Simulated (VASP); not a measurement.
# Te2Mo (P6_3/mmc) in VASP: a series of runs

Runs on Te2Mo. Level: PBE. Tasks: single point.

All numbers are computed with VASP 6.6.1; they aren't measurements. Logs are shortened: lines on timing, memory, paths and dates and some standing lists are left out, and cuts for length are marked.

**1. The cell of the first run**

Symmetry: P6_3/mmc, No. 194, hexagonal system. Conventional cell: a = 3.557 Å, b = 3.557 Å, c = 15.585 Å, α = 90.00°, β = 90.00°, γ = 120.00°. Te (site symmetry 3m) has 3 Mo at 2.77 Å and 7 Te at 3.56 to 3.71 Å within 3.8 Å. Mo (site symmetry -6m2) has 6 Te at 2.77 Å and 6 Mo at 3.56 Å within 3.6 Å.

**2. Single point, PBE (strain +0.000 along x and y, +0.025 along z)**

The input, INCAR:

```
SYSTEM = Te2Mo
ALGO     = Normal         ! electronic algorithm
EDIFF    = 1E-7           ! SCF threshold, eV
ENCUT    = 520            ! plane-wave cutoff, eV
GGA      = PE             ! functional
ISIF     = 2              ! what is computed and relaxed
ISMEAR   = 0              ! smearing method
LASPH    = .TRUE.         ! aspherical terms in the spheres
LCHARG   = .FALSE.        ! write CHGCAR
LREAL    = .FALSE.        ! projectors in reciprocal space
LWAVE    = .FALSE.        ! write WAVECAR
NBANDS   = 35             ! bands
NELM     = 80             ! most SCF steps
PREC     = Accurate       ! precision mode
SIGMA    = 0.05           ! smearing width, eV
```

The input, KPOINTS:

```
k-points
0
G
  12 12 2
  0 0 0
```

The input, POSCAR:

```
Te2Mo
1.0
    3.5570664331      0.0000000000      0.0000000000
   -1.7785332165      3.0805098940      0.0000000000
    0.0000000000      0.0000000000     15.5848366244
Te Mo
4 2
Direct
    0.3333333333      0.6666666667      0.6310943552
    0.6666666667      0.3333333333      0.1310943552
    0.3333333333      0.6666666667      0.8689056448
    0.6666666667      0.3333333333      0.3689056448
    0.3333333333      0.6666666667      0.2500000000
    0.6666666667      0.3333333333      0.7500000000
```

Potentials or basis: VASP PAW PBE potentials, release 64 (Te, Mo_sv).

Run with:

```
> cat potpaw_PBE.64/Te/POTCAR potpaw_PBE.64/Mo_sv/POTCAR > POTCAR
> mpirun -np 1 vasp_std > vasp.out
```

OUTCAR:

```text
SYSTEM = Te2Mo
   EDIFF = 1E-7
   ENCUT = 520
   GGA = PE
   ISIF = 2
   ISMEAR = 0
   LASPH = .TRUE.
   LREAL = .FALSE.
   NELM = 80
   PREC = Accurate

 ion  position               nearest neighbor table
   1  0.333  0.667  0.631-   6 2.77   6 2.77   6 2.77
   2  0.667  0.333  0.131-   5 2.77   5 2.77   5 2.77
   3  0.333  0.667  0.869-   6 2.77   6 2.77   6 2.77
   4  0.667  0.333  0.369-   5 2.77   5 2.77   5 2.77
   5  0.333  0.667  0.250-   2 2.77   4 2.77   2 2.77   4 2.77   2 2.77   4 2.77
   6  0.667  0.333  0.750-   1 2.77   3 2.77   1 2.77   3 2.77   1 2.77   3 2.77

  LATTYP: Found a hexagonal cell.
 ALAT       =     3.5570664331
 C/A-ratio  =     4.3813735047

  Lattice vectors:

 A1 = (   3.5570664331,   0.0000000000,   0.0000000000)
 A2 = (  -1.7785332165,   3.0805098940,   0.0000000000)
 A3 = (   0.0000000000,   0.0000000000,  15.5848366244)

Analysis of symmetry for initial positions (statically):
=====================================================================
 Subroutine PRICEL returns:
 Original cell was already a primitive cell.

 Routine SETGRP: Setting up the symmetry group for a
 hexagonal supercell.

 Subroutine GETGRP returns: Found 24 space group operations
 (whereof 12 operations were pure point group operations)
 out of a pool of 24 trial point group operations.

The static configuration has the point symmetry D_3d.
 The point group associated with its full space group is D_6h.

Analysis of symmetry for dynamics (positions and initial velocities):
=====================================================================
 Subroutine PRICEL returns:
 Original cell was already a primitive cell.

 Routine SETGRP: Setting up the symmetry group for a
 hexagonal supercell.

 Subroutine GETGRP returns: Found 24 space group operations
 (whereof 12 operations were pure point group operations)
 out of a pool of 24 trial point group operations.

The dynamic configuration has the point symmetry D_3d.
 The point group associated with its full space group is D_6h.

 Subroutine INISYM returns: Found 24 space group operations
 (whereof 12 operations are pure point group operations),
 and found     1 'primitive' translations

----------------------------------------------------------------------------------------
[... 101 lines left out ...]
   EDIFF  = 0.1E-06   stopping-criterion for ELM
   LREAL  =      F    real-space projection
   EDIFFG = 0.1E-05   stopping-criterion for IOM
   NSW    =      0    number of steps for IOM
   IBRION =     -1    ionic relax: 0-MD 1-quasi-New 2-CG
   NFREE  =      0    steps in history (QN), initial steepest desc. (CG)
   ISIF   =      2    stress and relaxation
   ISYM   =      2    0-nonsym 1-usesym 2-fastsym
   POTIM  = 0.5000    time-step for ionic-motion
   TEBEG  =    0.0;   TEEND  =   0.0 temperature during run
   PSTRESS=    0.0 pullay stress
   NELECT =      52.0000    total number of electrons
   NUPDOWN=      -1.0000    fix difference up-down
   EMIN   =  10.00;   EMAX   =-10.00  energy-range for DOS
   EFERMI =   0.00;   METHOD = LEGACY
   ISMEAR =     0;   SIGMA  =   0.05  broadening in eV -4-tet -1-fermi 0-gaus
   EFERMI_NEDOS =   21; number of points for ismear=-14 and -15
   IALGO  =     38    algorithm
   IMIX   =      4    mixing-type and parameters
     AMIX     =   0.40;   BMIX     =  1.00
     AMIX_MAG =   1.60;   BMIX_MAG =  1.00
  volume/ion in A,a.u.               =      28.46       192.07
  Fermi-wavevector in a.u.,A,eV,Ry     =   1.101380  2.081306 16.504368  1.213037
  Thomas-Fermi vector in A             =   2.237806
   LORBIT       =      0    0 simple, 1 ext, 2 COOP (PROOUT), +10 PAW based schemes
   GGA     = PE    functional components
   LHFCALC =     F    Hartree Fock is set to
   AEXX    =    0.0000 exact exchange contribution
   IVDW    =     0    specifies the selected vdW correction
   LEPSILON=     F    determine dielectric tensor
   LRPA    =     F    only Hartree local field effects (RPA)
 non-spin polarized calculation
 Gauss-broadening in eV      SIGMA  =   0.05
  energy-cutoff  :      520.00
  volume of cell :      170.77
 maximum number of plane-waves:      4678
 NGX is ok and might be reduce to    28
   NGX = 13   NGY = 13   NGZ = 57

 number of electron      52.0000001 magnetization

 Free energy of the ion-electron system (eV)
  ---------------------------------------------------
  ext. energy  EPLUGINS =         0.00000000
  ---------------------------------------------------
  free energy    TOTEN  =       -36.02541117 eV

  energy without entropy =      -36.02541117  energy(sigma->0) =      -36.02541117

 E-fermi :   6.7566     XC(G=0):  -9.6643

 val. band max:        6.4905506882   @ k =   0.3333   0.3333   0.0000
 cond. band min:       7.4088271817   @ k =   0.2500   0.1667   0.0000
 fundamental gap:      0.9182764935
 Fermi energy:         6.7566167213

 k-point     1 :       0.0000    0.0000    0.0000
  band No.  band energies     occupation
      1     -54.3031      2.00000
      2     -54.3030      2.00000
      3     -28.4429      2.00000
      4     -28.4429      2.00000
      5     -28.3260      2.00000
      6     -28.3260      2.00000
[... 901 lines left out ...]
     34       9.8520      0.00000
     35      11.8304      0.00000

 [... further k-points ...]

------------------------ aborting loop because EDIFF is reached ----------------------------------------

  FORCE on cell =-STRESS in cart. coord.  units (eV):
  Direction    XX          YY          ZZ          XY          YZ          ZX
  --------------------------------------------------------------------------------------
  -------------------------------------------------------------------------------------
  Total       -1.5199675     -1.5199675     -4.1345416     -0.0000000     -0.0000000      0.0000000
  in kB      -14.2602799    -14.2602799    -38.7901184     -0.0000000     -0.0000000      0.0000000
  external PRESSURE =     -22.4368927 kB  Pullay stress =       0.0000000 kB

 VOLUME and BASIS-vectors are now :
 -----------------------------------------------------------------------------
  energy-cutoff  :      520.00
  volume of cell :      170.77
      direct lattice vectors                 reciprocal lattice vectors
     3.557066433  0.000000000  0.000000000     0.281130538  0.162310792  0.000000000
    -1.778533217  3.080509894  0.000000000     0.000000000  0.324621584  0.000000000
     0.000000000  0.000000000 15.584836624     0.000000000  0.000000000  0.064164933

 POSITION                                       TOTAL-FORCE (eV/Angst)
 -----------------------------------------------------------------------------------
     -0.00000      2.05367      9.83550         0.000000      0.000000      0.548858
      1.77853      1.02684      2.04308         0.000000     -0.000000      0.548858
     -0.00000      2.05367     13.54175         0.000000     -0.000000     -0.548858
      1.77853      1.02684      5.74933         0.000000      0.000000     -0.548858
     -0.00000      2.05367      3.89621        -0.000000     -0.000000      0.000000
      1.77853      1.02684     11.68863         0.000000      0.000000      0.000000
 -----------------------------------------------------------------------------------
    total drift:                                0.000000     -0.000000      0.000000

  FREE ENERGIE OF THE ION-ELECTRON SYSTEM (eV)
  ---------------------------------------------------
  free  energy   TOTEN  =       -36.0254111747 eV

  energy  without entropy=      -36.0254111747  energy(sigma->0) =      -36.02541117
```

OSZICAR:

```text
N       E                     dE             d eps       ncg     rms          rms(c)
DAV:   1     0.378042878409E+03    0.37804E+03   -0.26695E+04  3092   0.131E+03
DAV:   2    -0.161741088052E+02   -0.39422E+03   -0.38162E+03  3306   0.306E+02
DAV:   3    -0.368922989366E+02   -0.20718E+02   -0.20301E+02  3249   0.608E+01
[... 11 lines left out ...]
DAV:  15    -0.360254101009E+02   -0.26022E-05   -0.46777E-06  2798   0.979E-03    0.199E-02
DAV:  16    -0.360254107791E+02   -0.67828E-06   -0.15271E-06  2837   0.459E-03    0.703E-03
DAV:  17    -0.360254110385E+02   -0.25934E-06   -0.67288E-08  2113   0.107E-03    0.326E-03
DAV:  18    -0.360254111535E+02   -0.11500E-06   -0.27688E-08  1543   0.672E-04    0.132E-03
DAV:  19    -0.360254111747E+02   -0.21218E-07   -0.17060E-08  1441   0.588E-04
   1 F= -.36025411E+02 E0= -.36025411E+02  d E =-.987119E-16
```

Wall time 2.9 min (1 thread of Intel Xeon 6975P-C (Granite Rapids), shared host); peak memory 0.41 GiB.

Results:

| Item | Value |
| --- | --- |
| Free energy | -36.0254 eV |
| Pressure | -2.2 GPa |
| Largest force | 0.549 eV/Å |
| Band gap on the k mesh | 0.92 eV (least direct gap 1.07 eV) |

Forces on the atoms (eV/Å):
```
Te   0.000  0.000  0.549
Te   0.000  0.000  0.549
Te   0.000  0.000 -0.549
Te   0.000  0.000 -0.549
Mo   0.000  0.000  0.000
Mo   0.000  0.000  0.000
```

Stress tensor (GPa, compression positive):
```
-1.43  0.00  0.00
 0.00 -1.43  0.00
 0.00  0.00 -3.88
```

Caveat: the cell differs from its parent crystal (strain +0.000 along x and y, +0.025 along z); spin-orbit coupling is left out, which moves the levels of the heavy elements; this functional lacks dispersion, which binds the layers, so the pressure and a relaxed spacing across them are unreliable.

**3. Single point, PBE (strain +0.025 along x and y, -0.025 along z)**

The input, INCAR:

```
SYSTEM = Te2Mo
PREC = Accurate ; ENCUT = 520
EDIFF = 1E-7 ; ISMEAR = 0
SIGMA = 0.05 ; LREAL = .FALSE.
LASPH = .TRUE. ; NELM = 80
ALGO = Normal ; ISIF = 2
LWAVE = .FALSE. ; LCHARG = .FALSE.
GGA = PE ; NBANDS = 35
```

The input, KPOINTS:

```
regular mesh
0
G
  12 12 2
  0 0 0
```

POSCAR, as its differences from that of step 2:

```diff
@@ -2,5 +2,5 @@
 1.0
-    3.5570664331      0.0000000000      0.0000000000
-   -1.7785332165      3.0805098940      0.0000000000
-    0.0000000000      0.0000000000     15.5848366244
+    3.6459930939      0.0000000000      0.0000000000
+   -1.8229965469      3.1575226414      0.0000000000
+    0.0000000000      0.0000000000     14.8246006916
 Te Mo
```

Potentials or basis: VASP PAW PBE potentials, release 64 (Te, Mo_sv).

Run with:

```
> cat potpaw_PBE.64/Te/POTCAR potpaw_PBE.64/Mo_sv/POTCAR > POTCAR
> mpirun -np 1 vasp_std > vasp.out
```

It took 2.7 min on 1 thread of Intel Xeon 6975P-C (Granite Rapids), shared host; peak memory 0.39 GiB.

It converged, with:

```yaml
Free_energy: -35.9846 eV
Pressure: -1.3 GPa
Largest_force: 0.191 eV/Å
Band_gap_on_the_k_mesh: 0.63 eV (least direct gap 0.83 eV)
```

Forces in eV/Å, atoms in the order of the input:
```
Te   0.000  0.000 -0.191
Te   0.000  0.000 -0.191
Te   0.000  0.000  0.191
Te   0.000  0.000  0.191
Mo   0.000  0.000  0.000
Mo   0.000  0.000  0.000
```

Stress tensor (GPa, compression positive):
```
-2.67  0.00  0.00
 0.00 -2.67  0.00
 0.00  0.00  1.35
```

Levels at points of the mesh, in eV from the valence-band top:
| k point | band 22 | band 23 | band 24 | band 25 | band 26 | band 27 | band 28 | band 29 | band 30 | band 31 |
| --- | --- | --- | --- | --- | --- | --- | --- | --- | --- | --- |
| (0.00, 0.00, 0.00) | -1.22 | -1.22 | -0.66 | -0.56 | 0.00 | 2.59 | 2.59 | 2.64 | 2.64 | 2.87 |
| (0.50, 0.00, 0.00) | -1.55 | -0.89 | -0.84 | -0.82 | -0.71 | 0.99 | 1.02 | 1.29 | 1.41 | 2.62 |
| (0.00, 0.00, 0.50) | -1.22 | -1.22 | -1.22 | -0.11 | -0.11 | 2.61 | 2.61 | 2.61 | 2.61 | 2.92 |
| (0.50, 0.00, 0.50) | -1.60 | -0.86 | -0.86 | -0.76 | -0.76 | 1.00 | 1.00 | 1.35 | 1.35 | 2.94 |

Caveat: the cell differs from its parent crystal (strain +0.025 along x and y, -0.025 along z); spin-orbit coupling is left out, which moves the levels of the heavy elements; this functional lacks dispersion, which binds the layers, so the pressure and a relaxed spacing across them are unreliable. A k mesh can miss the band edges.

**4. Single point, PBE (strain +0.050 along x and y, -0.050 along z)**

The input, INCAR:

```
PREC = Accurate
ENCUT = 520
EDIFF = 1E-6
ISMEAR = 0
SIGMA = 0.05
LREAL = F
LASPH = T
NELM = 80
ALGO = Normal
ISIF = 2
LWAVE = F
LCHARG = T
GGA = PE
LELF = T
LVHAR = T
NBANDS = 35
```

The input, KPOINTS:

```
regular mesh
0
Gamma
  12 12 2
```

POSCAR, as its differences from that of step 3:

```diff
@@ -2,5 +2,5 @@
 1.0
-    3.6459930939      0.0000000000      0.0000000000
-   -1.8229965469      3.1575226414      0.0000000000
-    0.0000000000      0.0000000000     14.8246006916
+    3.7349197547      0.0000000000      0.0000000000
+   -1.8674598773      3.2345353887      0.0000000000
+    0.0000000000      0.0000000000     14.4444827251
 Te Mo
```

Run with:

```
> cat potpaw_PBE.64/Te/POTCAR potpaw_PBE.64/Mo_sv/POTCAR > POTCAR
> mpirun -np 1 vasp_std > vasp.out
```

It took 2.7 min on 1 thread of Intel Xeon 6975P-C (Granite Rapids), shared host; peak memory 0.37 GiB.

It converged, with:

```yaml
Free_energy: -35.7300 eV
Pressure: -2.4 GPa
Largest_force: 0.412 eV/Å
Band_gap_on_the_k_mesh: 0.18 eV (least direct gap 0.68 eV)
```

Forces in eV/Å, atoms in the order of the input:
```
Te   0.000  0.000 -0.412
Te   0.000  0.000 -0.412
Te   0.000  0.000  0.412
Te   0.000  0.000  0.412
Mo   0.000  0.000  0.000
Mo   0.000  0.000  0.000
```

Stress tensor (GPa, compression positive):
```
-4.91  0.00  0.00
 0.00 -4.91  0.00
 0.00  0.00  2.73
```

Levels at points of the mesh, in eV from the valence-band top:
```
           k point  band 23  band 24  band 25  band 26  band 27  band 28  band 29  band 30
(0.00, 0.00, 0.00)    -1.56    -0.64    -0.33     0.00     2.18     2.18     2.24     2.24
(0.50, 0.00, 0.00)    -1.28    -1.17    -1.06    -0.97     0.60     0.64     0.87     0.94
(0.00, 0.00, 0.50)    -1.52    -1.52    -0.06    -0.06     2.20     2.20     2.20     2.20
(0.50, 0.00, 0.50)    -1.22    -1.22    -1.01    -1.01     0.62     0.62     0.91     0.91
```

Caveat: the cell differs from its parent crystal (strain +0.050 along x and y, -0.050 along z); spin-orbit coupling is left out, which moves the levels of the heavy elements; this functional lacks dispersion, which binds the layers, so the pressure and a relaxed spacing across them are unreliable.

**5. Single point, PBE (strain +0.000 along x and y, +0.050 along z)**

The input, INCAR:

```
SYSTEM = Te2Mo
ALGO = Normal
EDIFF = 1E-7
ENCUT = 520
GGA = PE
ISIF = 2
ISMEAR = 0
LASPH = .True.
LCHARG = .False.
LREAL = .False.
LWAVE = .False.
NBANDS = 35
NELM = 80
PREC = Accurate
SIGMA = 0.05
```

The input, KPOINTS:

```
k-points
0
Gamma
  12 12 2
  0 0 0
```

POSCAR, as its differences from that of step 4:

```diff
@@ -2,5 +2,5 @@
 1.0
-    3.7349197547      0.0000000000      0.0000000000
-   -1.8674598773      3.2345353887      0.0000000000
-    0.0000000000      0.0000000000     14.4444827251
+    3.5570664331      0.0000000000      0.0000000000
+   -1.7785332165      3.0805098940      0.0000000000
+    0.0000000000      0.0000000000     15.9649545909
 Te Mo
```

Run with:

```
> cat potpaw_PBE.64/Te/POTCAR potpaw_PBE.64/Mo_sv/POTCAR > POTCAR
> mpirun -np 1 vasp_std > vasp.out
```

It took 3.3 min on 1 thread of Intel Xeon 6975P-C (Granite Rapids), shared host; peak memory 0.41 GiB.

It converged, with:

```yaml
Free_energy: -35.8785 eV
Pressure: -4.2 GPa
Largest_force: 1.043 eV/Å
Band_gap_on_the_k_mesh: 0.84 eV (least direct gap 1.11 eV)
```

Forces on the atoms (eV/Å):
```
Te   0.000  0.000  1.043
Te   0.000  0.000  1.043
Te   0.000  0.000 -1.043
Te   0.000  0.000 -1.043
Mo   0.000  0.000  0.000
Mo   0.000  0.000  0.000
```

Stress tensor (GPa, compression positive):
```
-2.59  0.00  0.00
 0.00 -2.59  0.00
 0.00  0.00 -7.37
```

Levels at points of the mesh, in eV from the valence-band top:
```tsv
k point	band 23	band 24	band 25	band 26	band 27	band 28	band 29	band 30
(0.00, 0.00, 0.00)	-0.75	-0.74	-0.74	-0.41	2.85	2.85	2.88	2.88
(0.50, 0.00, 0.00)	-0.82	-0.80	-0.28	-0.21	1.36	1.37	1.50	1.67
(0.00, 0.00, 0.50)	-0.75	-0.75	-0.55	-0.55	2.86	2.86	2.86	2.86
(0.50, 0.00, 0.50)	-0.81	-0.81	-0.25	-0.25	1.36	1.36	1.59	1.59
```

Caveat: the cell differs from its parent crystal (strain +0.000 along x and y, +0.050 along z); the cell stands under tension; spin-orbit coupling is left out, which moves the levels of the heavy elements; this functional lacks dispersion, which binds the layers, so the pressure and a relaxed spacing across them are unreliable; forces of over 1 eV/Å act on the atoms, so gaps and moduli don't describe the material at rest.

**6. The runs side by side**

```csv
cell,gap on the mesh (eV),pressure (GPa),largest force (eV/Å)
"a = 3.557, b = 3.557, c = 15.585 Å, angles 90.0, 90.0, 120.0°, 6 atoms",0.92,-2.2,0.55
"a = 3.646, b = 3.646, c = 14.825 Å, angles 90.0, 90.0, 120.0°, 6 atoms",0.63,-1.3,0.19
"a = 3.735, b = 3.735, c = 14.444 Å, angles 90.0, 90.0, 120.0°, 6 atoms",0.18,-2.4,0.41
"a = 3.557, b = 3.557, c = 15.965 Å, angles 90.0, 90.0, 120.0°, 6 atoms",0.84,-4.2,1.04
```

Alike in all rows: task single point; level PBE; potentials or basis VASP PAW PBE potentials, release 64 (Te, Mo_sv); no spin polarisation; k mesh 12 × 12 × 2; cutoff (eV) 520; smearing gaussian 0.05 eV.

Caveats: spin-orbit coupling is left out, which moves the levels of the heavy elements; this functional lacks dispersion, which binds the layers, so the pressure and a relaxed spacing across them are unreliable; the cell stands under tension (at least some runs); forces of over 1 eV/Å act on the atoms, so gaps and moduli don't describe the material at rest (at least some runs).

Total energies depend on the potentials used, so only differences within one code and one set of settings carry meaning.
